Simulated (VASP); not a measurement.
Crystal: TaN.

```
CELL_PARAMETERS angstrom
3.08157 0.00000 0.00000
1.54079 2.66872 0.00000
1.54079 0.88957 2.51609
ATOMIC_POSITIONS crystal
Ta 0.50000 0.50000 0.50000
N 0.00000 0.00000 0.00000
```

Base run:

| Item | Value |
| --- | --- |
| Program | VASP 6.6.1 |
| Functional | PBE |
| Potentials or basis | VASP PAW PBE potentials, release 64 (Ta_pv, N) |
| Cutoff | 520 eV |
| k mesh | 9 × 9 × 9 |
| Occupations | methfessel-paxton, width 0.1 eV |
| Spin | no spin polarisation |

Its results: band gap on the k mesh zero (band 8 reaches 11.47 eV, above the bottom of band 9 at 7.67 eV); pressure 15.4 GPa.

**Question.** The run is repeated on the same cell with these changes: k mesh from 9 × 9 × 9 to 5 × 5 × 5; further incar settings from ALGO = Normal; EDIFF = 1e-06; NBANDS = 15 to ALGO = Normal; EDIFF = 1e-07; NBANDS = 15. What comes out?

**Answer.** Band gap on the k mesh zero (band 8 reaches 10.84 eV, above the bottom of band 9 at 7.68 eV); pressure 14.9 GPa.

Caveats: some runs use coarse meshes; spin-orbit coupling is left out, which moves the levels of the heavy elements.
